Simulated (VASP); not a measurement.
Crystal: CdF2.

```xyz
3
Lattice="0.0000 2.6940 2.6940 2.6940 0.0000 2.6940 2.6940 2.6940 0.0000" Properties=species:S:1:pos:R:3 pbc="T T T"
Cd    0.0000    0.0000    0.0000
F     1.3470    1.3470    1.3470
F     4.0410    4.0410    4.0410
```

| Item | Value |
| --- | --- |
| Program | VASP 6.6.1 |
| Task | relaxation of cell and atoms |
| Functional | PBE |
| Potentials or basis | VASP PAW PBE potentials, release 64 (Cd, F) |
| Cutoff | 600 eV |
| k mesh | 8 × 8 × 8 |
| Occupations | gaussian, width 0.02 eV |
| Spin | no spin polarisation |

At the start: pressure 6.0 GPa; volume 13.03 Å³/atom.

Problem. Where does the relaxation end?

Solution. Over 3 steps the energy falls by 13.4 meV/atom and the volume is 13.79 Å³/atom (+5.8 %); space group Fm-3m (No. 225, to 0.1 Å) before and after.

The path:
```csv
step,energy change (eV),largest force (eV/Å),pressure (GPa),volume (Å³)
1,0.0000,0.0000,6.01,39.10
2,-0.0379,0.0000,-1.24,41.94
3,-0.0401,0.0000,0.01,41.36
```

Final structure:
```
Cd F
1.0
     0.00000    2.74481    2.74481
     2.74481    0.00000    2.74481
     2.74481    2.74481    0.00000
Cd F
1 2
Direct
  0.00000 0.00000 0.00000
  0.25000 0.25000 0.25000
  0.75000 0.75000 0.75000
```
